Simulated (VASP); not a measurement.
# ScAl2N3 (P6/mmm) in VASP: notebook, part 2 of 2

VASP 6.6.1. The steps go on from the part before.

## Step 4: Single point, PBE

INCAR reads:

```
ALGO = Normal
EDIFF = 1E-6
ENCUT = 520
GGA = PE
ISIF = 2
ISMEAR = 0
LASPH = True
LCHARG = False
LREAL = False
LWAVE = False
NBANDS = 25
NELM = 80
PREC = Accurate
SIGMA = 0.1
```

KPOINTS reads:

```
k-points
0
Gamma
  12 12 10
```

POSCAR reads:

```
ScAl2N3
1.0
    4.6207545041      0.0000000000      0.0000000000
   -2.3103772521      4.0016907852      0.0000000000
    0.0000000000      0.0000000000      3.8497212603
Sc Al N
1 2 3
Direct
    0.0000000000      0.0000000000      0.5000000000
    0.3333333333      0.6666666667      0.0000000000
    0.6666666667      0.3333333333      0.0000000000
    0.0000000000      0.0000000000      0.0000000000
    0.3333333333      0.6666666667      0.5000000000
    0.6666666667      0.3333333333      0.5000000000
```

Potentials or basis: VASP PAW PBE potentials, release 64 (Sc_sv, Al, N).

Run with:

```
> cat potpaw_PBE.64/Sc_sv/POTCAR potpaw_PBE.64/Al/POTCAR potpaw_PBE.64/N/POTCAR > POTCAR
> mpirun -np 1 vasp_std > vasp.out
```

OUTCAR:

```text
EDIFF = 1E-6
   ENCUT = 520
   GGA = PE
   ISIF = 2
   ISMEAR = 0
   LASPH = True
   LREAL = False
   NELM = 80
   PREC = Accurate

 ion  position               nearest neighbor table
   1  0.000  0.000  0.500-   4 1.92   4 1.92   2 3.29   2 3.29   3 3.29   3 3.29   3 3.29   3 3.29
                             2 3.29   2 3.29   3 3.29   3 3.29   2 3.29   2 3.29
   2  0.333  0.667  0.000-   5 1.92   5 1.92   3 2.67   3 2.67   3 2.67   1 3.29   1 3.29   1 3.29
                             1 3.29   1 3.29   1 3.29
   3  0.667  0.333  0.000-   6 1.92   6 1.92   2 2.67   2 2.67   2 2.67   1 3.29   1 3.29   1 3.29
                             1 3.29   1 3.29   1 3.29
   4  0.000  0.000  0.000-   1 1.92   1 1.92
   5  0.333  0.667  0.500-   2 1.92   2 1.92
   6  0.667  0.333  0.500-   3 1.92   3 1.92

  LATTYP: Found a hexagonal cell.
 ALAT       =     4.6207545041
 C/A-ratio  =     0.8331369383

  Lattice vectors:

 A1 = (   4.6207545041,   0.0000000000,   0.0000000000)
 A2 = (  -2.3103772521,   4.0016907852,   0.0000000000)
 A3 = (   0.0000000000,   0.0000000000,   3.8497212603)

Analysis of symmetry for initial positions (statically):
=====================================================================
 Subroutine PRICEL returns:
 Original cell was already a primitive cell.

 Routine SETGRP: Setting up the symmetry group for a
 hexagonal supercell.

 Subroutine GETGRP returns: Found 24 space group operations
 (whereof 24 operations were pure point group operations)
 out of a pool of 24 trial point group operations.

The static configuration has the point symmetry D_6h.

Analysis of symmetry for dynamics (positions and initial velocities):
=====================================================================
 Subroutine PRICEL returns:
 Original cell was already a primitive cell.

 Routine SETGRP: Setting up the symmetry group for a
 hexagonal supercell.

 Subroutine GETGRP returns: Found 24 space group operations
 (whereof 24 operations were pure point group operations)
 out of a pool of 24 trial point group operations.

The dynamic configuration has the point symmetry D_6h.

 Subroutine INISYM returns: Found 24 space group operations
 (whereof 24 operations are pure point group operations),
 and found     1 'primitive' translations

----------------------------------------------------------------------------------------

                                     Primitive cell

  volume of cell :      71.1845

  direct lattice vectors                    reciprocal lattice vectors
     4.620754504  0.000000000  0.000000000     0.216414873  0.124947185  0.000000000
    -2.310377252  4.001690785  0.000000000     0.000000000  0.249894371  0.000000000
     0.000000000  0.000000000  3.849721260     0.000000000  0.000000000  0.259759066

  length of vectors
     4.620754504  4.620754504  3.849721260     0.249894371  0.249894371  0.259759066

  position of ions in fractional coordinates (direct lattice)
     0.000000000  0.000000000  0.500000000
[... 37 lines left out ...]
 ===========================================

 Found    114 irreducible k-points:

 Following reciprocal coordinates:
            Coordinates               Weight
  0.000000  0.000000  0.000000      1.000000
  0.083333  0.000000  0.000000      6.000000
  0.166667  0.000000  0.000000      6.000000
  0.250000  0.000000  0.000000      6.000000
  0.333333  0.000000  0.000000      6.000000
  0.416667  0.000000  0.000000      6.000000
[... 16 lines left out ...]
  0.250000  0.000000  0.100000     12.000000
  0.333333  0.000000  0.100000     12.000000
 [... further k-points ...]
   k-points           NKPTS =    114   k-points in BZ     NKDIM =    114   number of bands    NBANDS=     25
   number of dos      NEDOS =    301   number of ions     NIONS =      6
   total plane-waves  NPLWV =  38880
   dimension x,y,z NGX =    36 NGY =   36 NGZ =   30
   dimension x,y,z NGXF=    72 NGYF=   72 NGZF=   60
   ions per type =               1   2   3
   NGX,Y,Z   is equivalent  to a cutoff of  12.95, 12.95, 12.96 a.u.
   NGXF,Y,Z  is equivalent  to a cutoff of  25.90, 25.90, 25.91 a.u.
 SYSTEM =  unknown system
   PREC   = accura    normal or accurate (medium, high low for compatibility)
   ISTART =      0    job   : 0-new  1-cont  2-samecut
   ICHARG =      2    charge: 1-file 2-atom 10-const
   ISPIN  =      1    spin polarized calculation?
   LNONCOLLINEAR =      F non collinear calculations
   LSORBIT =      F    spin-orbit coupling
   LASPH  =      T    aspherical Exc in radial PAW
   ENCUT  =  520.0 eV  38.22 Ry    6.18 a.u.   8.59  8.59  7.16*2*pi/ulx,y,z
   NELM   =     80;   NELMIN=  2; NELMDL= -5     # of ELM steps
   EDIFF  = 0.1E-05   stopping-criterion for ELM
   LREAL  =      F    real-space projection
   EDIFFG = 0.1E-04   stopping-criterion for IOM
   NSW    =      0    number of steps for IOM
   IBRION =     -1    ionic relax: 0-MD 1-quasi-New 2-CG
   NFREE  =      0    steps in history (QN), initial steepest desc. (CG)
   ISIF   =      2    stress and relaxation
   ISYM   =      2    0-nonsym 1-usesym 2-fastsym
   POTIM  = 0.5000    time-step for ionic-motion
   TEBEG  =    0.0;   TEEND  =   0.0 temperature during run
   PSTRESS=    0.0 pullay stress
   NELECT =      32.0000    total number of electrons
   NUPDOWN=      -1.0000    fix difference up-down
   EMIN   =  10.00;   EMAX   =-10.00  energy-range for DOS
   EFERMI =   0.00;   METHOD = LEGACY
   ISMEAR =     0;   SIGMA  =   0.10  broadening in eV -4-tet -1-fermi 0-gaus
   EFERMI_NEDOS =   21; number of points for ismear=-14 and -15
   IALGO  =     38    algorithm
   IMIX   =      4    mixing-type and parameters
     AMIX     =   0.40;   BMIX     =  1.00
     AMIX_MAG =   1.60;   BMIX_MAG =  1.00
  volume/ion in A,a.u.               =      11.86        80.06
  Fermi-wavevector in a.u.,A,eV,Ry     =   1.254093  2.369891 21.398537  1.572748
  Thomas-Fermi vector in A             =   2.387914
   LORBIT       =      0    0 simple, 1 ext, 2 COOP (PROOUT), +10 PAW based schemes
   GGA     = PE    functional components
   LHFCALC =     F    Hartree Fock is set to
   AEXX    =    0.0000 exact exchange contribution
   IVDW    =     0    specifies the selected vdW correction
   LEPSILON=     F    determine dielectric tensor
   LRPA    =     F    only Hartree local field effects (RPA)
 non-spin polarized calculation
 Gauss-broadening in eV      SIGMA  =   0.10
  energy-cutoff  :      520.00
  volume of cell :       71.18
 maximum number of plane-waves:      1934
 NGX is ok and might be reduce to    36
   NGX = 17   NGY = 17   NGZ = 15

 number of electron      31.9999993 magnetization

 Free energy of the ion-electron system (eV)
  ---------------------------------------------------
  ext. energy  EPLUGINS =         0.00000000
  ---------------------------------------------------
  free energy    TOTEN  =       -38.71060154 eV

  energy without entropy =      -38.69608012  energy(sigma->0) =      -38.70334083

 E-fermi :   6.5343     XC(G=0): -11.0266

 val. band max:        6.5320708378   @ k =   0.3333   0.0000   0.0000
 cond. band min:       6.5433250303   @ k =   0.4167   0.1667   0.2000
 fundamental gap:      0.0112541925
 Fermi energy:         6.5342909667

 k-point     1 :       0.0000    0.0000    0.0000
  band No.  band energies     occupation
      1     -41.9332      2.00000
      2     -20.7627      2.00000
      3     -20.6126      2.00000
      4     -20.6126      2.00000
      5      -8.9292      2.00000
      6      -7.0834      2.00000
[... 661 lines left out ...]
     24      11.9534      0.00000
     25      13.4008      0.00000

 [... further k-points ...]

------------------------ aborting loop because EDIFF is reached ----------------------------------------

  FORCE on cell =-STRESS in cart. coord.  units (eV):
  Direction    XX          YY          ZZ          XY          YZ          ZX
  --------------------------------------------------------------------------------------
  -------------------------------------------------------------------------------------
  Total       -0.0244794     -0.0244794      0.3994773      0.0000000     -0.0000000     -0.0000000
  in kB       -0.5509670     -0.5509670      8.9911868      0.0000000     -0.0000000     -0.0000000
  external PRESSURE =       2.6297509 kB  Pullay stress =       0.0000000 kB

 VOLUME and BASIS-vectors are now :
 -----------------------------------------------------------------------------
  energy-cutoff  :      520.00
  volume of cell :       71.18
      direct lattice vectors                 reciprocal lattice vectors
     4.620754504  0.000000000  0.000000000     0.216414873  0.124947185  0.000000000
    -2.310377252  4.001690785  0.000000000     0.000000000  0.249894371  0.000000000
     0.000000000  0.000000000  3.849721260     0.000000000  0.000000000  0.259759066

 POSITION                                       TOTAL-FORCE (eV/Angst)
 -----------------------------------------------------------------------------------
      0.00000      0.00000      1.92486         0.000000      0.000000      0.000000
     -0.00000      2.66779      0.00000         0.000000      0.000000      0.000000
      2.31038      1.33390      0.00000        -0.000000      0.000000     -0.000000
      0.00000      0.00000      0.00000         0.000000      0.000000      0.000000
     -0.00000      2.66779      1.92486        -0.000000      0.000000     -0.000000
      2.31038      1.33390      1.92486        -0.000000      0.000000      0.000000
 -----------------------------------------------------------------------------------
    total drift:                                0.000000     -0.000000     -0.000000

  FREE ENERGIE OF THE ION-ELECTRON SYSTEM (eV)
  ---------------------------------------------------
  free  energy   TOTEN  =       -38.7106015425 eV

  energy  without entropy=      -38.6960801184  energy(sigma->0) =      -38.70334083
```

OSZICAR:

```text
N       E                     dE             d eps       ncg     rms          rms(c)
DAV:   1     0.283542431886E+03    0.28354E+03   -0.14590E+04  5724   0.125E+03
DAV:   2    -0.107470494203E+02   -0.29429E+03   -0.27699E+03  5982   0.367E+02
DAV:   3    -0.461515853799E+02   -0.35405E+02   -0.31721E+02  8742   0.112E+02
DAV:   4    -0.476689647535E+02   -0.15174E+01   -0.14991E+01  8175   0.263E+01
DAV:   5    -0.476882155213E+02   -0.19251E-01   -0.19226E-01  7664   0.297E+00    0.205E+01
DAV:   6    -0.393213579597E+02    0.83669E+01   -0.35291E+01  8975   0.427E+01    0.871E+00
DAV:   7    -0.388859159494E+02    0.43544E+00   -0.32274E+00  8508   0.141E+01    0.548E+00
DAV:   8    -0.387598220464E+02    0.12609E+00   -0.25904E-01  8642   0.466E+00    0.326E+00
DAV:   9    -0.387184823631E+02    0.41340E-01   -0.14928E-01  8913   0.407E+00    0.102E+00
DAV:  10    -0.387103632462E+02    0.81191E-02   -0.17248E-02  8926   0.188E+00    0.279E-01
DAV:  11    -0.387105646307E+02   -0.20138E-03   -0.25841E-03  7148   0.346E-01    0.166E-01
DAV:  12    -0.387106240236E+02   -0.59393E-04   -0.34343E-04  9251   0.195E-01    0.683E-02
DAV:  13    -0.387106064047E+02    0.17619E-04   -0.44866E-05  8436   0.823E-02    0.236E-02
DAV:  14    -0.387106020004E+02    0.44043E-05   -0.10749E-05  8678   0.435E-02    0.474E-03
DAV:  15    -0.387106015425E+02    0.45795E-06   -0.89989E-07  3370   0.102E-02
   1 F= -.38710602E+02 E0= -.38703341E+02  d E =-.145214E-01
```

It took 2.5 min on 1 thread of Intel Xeon Platinum 8488C (Sapphire Rapids), shared host; peak memory 0.32 GiB.

What came out:

```yaml
Free_energy: -38.7106 eV
Pressure: 0.3 GPa
Band_gap_on_the_k_mesh: zero (band 16 reaches 7.03 eV, above the bottom of band 17 at 6.23 eV)
```

## Step 5: Single point, PBE, collinear spin, ferromagnetic start

INCAR reads:

```
SYSTEM = ScAl2N3
ALGO     = Normal         ! electronic algorithm
EDIFF    = 1E-6           ! SCF threshold, eV
ENCUT    = 520            ! plane-wave cutoff, eV
GGA      = PE             ! functional
ISIF     = 2              ! what is computed and relaxed
ISMEAR   = 0              ! smearing method
ISPIN    = 2              ! spin polarisation
LASPH    = .True.         ! aspherical terms in the spheres
LCHARG   = .True.         ! write CHGCAR
LELF     = .True.         ! ELF
LMAXMIX  = 4              ! l up to which the mixer works
LORBIT   = 11             ! projections on sites
LREAL    = .False.        ! projectors in reciprocal space
LVHAR    = .True.       
LWAVE    = .False.        ! write WAVECAR
MAGMOM   = 0 0 0 1 1 1    ! initial moments
NBANDS   = 29             ! bands
NELM     = 150            ! most SCF steps
PREC     = Accurate       ! precision mode
SIGMA    = 0.1            ! smearing width, eV
```

KPOINTS reads:

```
k-points
0
Gamma
  6 6 4
  0 0 0
```

Changes to POSCAR since step 4:

```diff
@@ -2,5 +2,5 @@
 1.0
-    4.6207545041      0.0000000000      0.0000000000
-   -2.3103772521      4.0016907852      0.0000000000
-    0.0000000000      0.0000000000      3.8497212603
+    4.6151690465      0.0000000000      0.0000000000
+   -2.3075845233      3.9968536370      0.0000000000
+    0.0000000000      0.0000000000      3.8540036759
 Sc Al N
```

Potentials or basis: VASP PAW PBE potentials, release 64 (Sc_sv, Al, N).

Run with:

```
> cat potpaw_PBE.64/Sc_sv/POTCAR potpaw_PBE.64/Al/POTCAR potpaw_PBE.64/N/POTCAR > POTCAR
> mpirun -np 1 vasp_std > vasp.out
```

OUTCAR:

```text
SYSTEM = ScAl2N3
   EDIFF = 1E-6
   ENCUT = 520
   GGA = PE
   ISIF = 2
   ISMEAR = 0
   ISPIN = 2
   LASPH = .True.
   LORBIT = 11
   LREAL = .False.
   NELM = 150
   PREC = Accurate

 ion  position               nearest neighbor table
   1  0.000  0.000  0.500-   4 1.93   4 1.93   2 3.29   2 3.29   3 3.29   3 3.29   3 3.29   3 3.29
                             2 3.29   2 3.29   3 3.29   3 3.29   2 3.29   2 3.29
   2  0.333  0.667  0.000-   5 1.93   5 1.93   3 2.66   3 2.66   3 2.66   1 3.29   1 3.29   1 3.29
                             1 3.29   1 3.29   1 3.29
   3  0.667  0.333  0.000-   6 1.93   6 1.93   2 2.66   2 2.66   2 2.66   1 3.29   1 3.29   1 3.29
                             1 3.29   1 3.29   1 3.29
   4  0.000  0.000  0.000-   1 1.93   1 1.93
   5  0.333  0.667  0.500-   2 1.93   2 1.93
   6  0.667  0.333  0.500-   3 1.93   3 1.93

  LATTYP: Found a hexagonal cell.
 ALAT       =     4.6151690465
 C/A-ratio  =     0.8350731332

  Lattice vectors:

 A1 = (   4.6151690465,   0.0000000000,   0.0000000000)
 A2 = (  -2.3075845233,   3.9968536370,   0.0000000000)
 A3 = (   0.0000000000,   0.0000000000,   3.8540036759)

Analysis of symmetry for initial positions (statically):
=====================================================================
 Subroutine PRICEL returns:
 Original cell was already a primitive cell.
[... 1514 lines left out ...]
  external PRESSURE =       4.7468702 kB  Pullay stress =       0.0000000 kB

 VOLUME and BASIS-vectors are now :
 -----------------------------------------------------------------------------
  energy-cutoff  :      520.00
  volume of cell :       71.09
      direct lattice vectors                 reciprocal lattice vectors
     4.615169047  0.000000000  0.000000000     0.216676787  0.125098401  0.000000000
    -2.307584523  3.996853637  0.000000000     0.000000000  0.250196802  0.000000000
     0.000000000  0.000000000  3.854003676     0.000000000  0.000000000  0.259470432

 POSITION                                       TOTAL-FORCE (eV/Angst)
 -----------------------------------------------------------------------------------
      0.00000      0.00000      1.92700        -0.000000      0.000000      0.000000
     -0.00000      2.66457      0.00000        -0.000000      0.000000      0.000000
      2.30758      1.33228      0.00000        -0.000000      0.000000     -0.000000
      0.00000      0.00000      0.00000        -0.000000      0.000000      0.000000
     -0.00000      2.66457      1.92700        -0.000000      0.000000     -0.000000
      2.30758      1.33228      1.92700         0.000000     -0.000000      0.000000
 -----------------------------------------------------------------------------------
    total drift:                                0.000000     -0.000000     -0.000000

  FREE ENERGIE OF THE ION-ELECTRON SYSTEM (eV)
  ---------------------------------------------------
  free  energy   TOTEN  =       -38.6857083387 eV

  energy  without entropy=      -38.6646402543  energy(sigma->0) =      -38.67517430

 total charge

# of ion       s       p       d       tot
------------------------------------------
    1        2.215   6.299   1.179   9.694
    2        0.388   0.340   0.000   0.728
    3        0.388   0.340   0.000   0.728
    4        1.299   2.396   0.000   3.695
    5        1.275   2.350   0.000   3.626
    6        1.275   2.350   0.000   3.626
--------------------------------------------------
tot          6.841  14.076   1.179  22.095

 magnetization (x)

# of ion       s       p       d       tot
------------------------------------------
    1        0.000   0.000  -0.000  -0.000
    2       -0.000  -0.000   0.000  -0.000
    3       -0.000  -0.000   0.000  -0.000
    4       -0.000  -0.000   0.000  -0.000
    5       -0.000  -0.001   0.000  -0.002
    6       -0.000  -0.001   0.000  -0.002
--------------------------------------------------
tot         -0.000  -0.003  -0.000  -0.003
```

OSZICAR:

```text
N       E                     dE             d eps       ncg     rms          rms(c)
DAV:   1     0.281444024435E+03    0.28144E+03   -0.14332E+04  2452   0.106E+03
DAV:   2    -0.140329693518E+02   -0.29548E+03   -0.27387E+03  2517   0.329E+02
[... 13 lines left out ...]
DAV:  16    -0.386857231403E+02   -0.11056E-05   -0.12965E-06  1798   0.614E-03    0.935E-03
DAV:  17    -0.386857206451E+02    0.24952E-05   -0.10009E-06  1812   0.781E-03    0.993E-03
DAV:  18    -0.386857185778E+02    0.20674E-05   -0.24534E-06  2504   0.756E-03    0.950E-03
DAV:  19    -0.386857138246E+02    0.47532E-05   -0.88216E-06  3518   0.154E-02    0.881E-03
DAV:  20    -0.386857081244E+02    0.57002E-05   -0.25830E-05  3606   0.257E-02    0.535E-03
DAV:  21    -0.386857083387E+02   -0.21424E-06   -0.52388E-06  3157   0.121E-02
   1 F= -.38685708E+02 E0= -.38675174E+02  d E =-.210681E-01  mag=     0.0013
```

stdout:

```text
POSCAR found type information on POSCAR ScAlN
 POSCAR found :  3 types and       6 ions
 scaLAPACK will be used
 LDA part: xc-table for (Slater+PW92), standard interpolation
 POSCAR, INCAR and KPOINTS ok, starting setup
 FFT: planning ... GRIDC
 FFT: planning ... GRID_SOFT
 FFT: planning ... GRID
 WAVECAR not read
 entering main loop
```

Run time: 100 s. Hardware: 1 thread of Intel Xeon Platinum 8488C (Sapphire Rapids), shared host; peak memory 0.26 GiB.

Results:

| Item | Value |
| --- | --- |
| Free energy | -38.6857 eV |
| Pressure | 0.5 GPa |
| Band gap on the k mesh | zero (filled and empty bands overlap) |
| Net moment | 0.00 μB per cell |
| Valence electrons inside the program's atomic spheres | Sc 9.69; Al 0.73; N 3.69, 3.63 |

Caveat: the k points lie up to 0.41 Å⁻¹ apart.

## Step 6: Overview

| spin | cell | k mesh | gap on the mesh (eV) | pressure (GPa) |
| --- | --- | --- | --- | --- |
| off | a = 4.615, b = 4.615, c = 3.854 Å, angles 90.0, 90.0, 120.0°, 6 atoms | 6 × 6 × 4 | none | 0.5 |
| off | a = 3.924, b = 3.924, c = 7.202 Å, angles 90.0, 90.0, 120.0°, 6 atoms | 6 × 6 × 4 | none | 3.0 |
| off | a = 4.621, b = 4.621, c = 3.850 Å, angles 90.0, 90.0, 120.0°, 6 atoms | 12 × 12 × 10 | none | 0.3 |
| collinear, ferromagnetic start | a = 4.615, b = 4.615, c = 3.854 Å, angles 90.0, 90.0, 120.0°, 6 atoms | 6 × 6 × 4 | none | 0.5 |

Alike in all rows: task single point; level PBE; potentials or basis VASP PAW PBE potentials, release 64 (Sc_sv, Al, N); cutoff (eV) 520; smearing gaussian 0.1 eV.

Caveats: some runs use coarse meshes.

Absolute energies hang on the potentials; compare differences alone.
